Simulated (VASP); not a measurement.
Runs of VASP 6.6.1 on GaIr2. The structure is that of space group Fd-3m (No. 227), or close to it. The cells are those of the table. 

```tsv
task	cell	k mesh	cutoff (eV)	gap on the mesh (eV)	pressure (GPa)	relaxed volume (Å³/atom)
relaxation of cell and atoms	relaxed from a = 5.204 Å, angles 60.0°, 6 atoms	10 × 10 × 10	600	none	0.0	16.67
single point	a = 5.022 Å, angles 60.0°, 6 atoms	4 × 4 × 4	520	none	(a)	-
relaxation of cell and atoms	relaxed from a = 5.022 Å, angles 60.0°, 6 atoms	4 × 4 × 4	600	none	-0.4	16.68
single point	a = 5.208 Å, angles 60.0°, 6 atoms	10 × 10 × 10	520	none	0.4	-
single point	a = 5.204 Å, angles 60.0°, 6 atoms	4 × 4 × 4	520	none	0.4	-
```

Alike in all rows: level PBE; potentials or basis VASP PAW PBE potentials, release 64 (Ga_d, Ir); no spin polarisation; smearing gaussian 0.1 eV.

Estimate the missing entries.

(a) 27.7.

Caveats: some runs use coarse meshes; spin-orbit coupling is left out, which moves the levels of the heavy elements.

A k mesh can miss the band edges, and the runs leave out spin-orbit coupling on Ga, Ir.

A gap of «none» marks levels without a gap at the run's occupations.
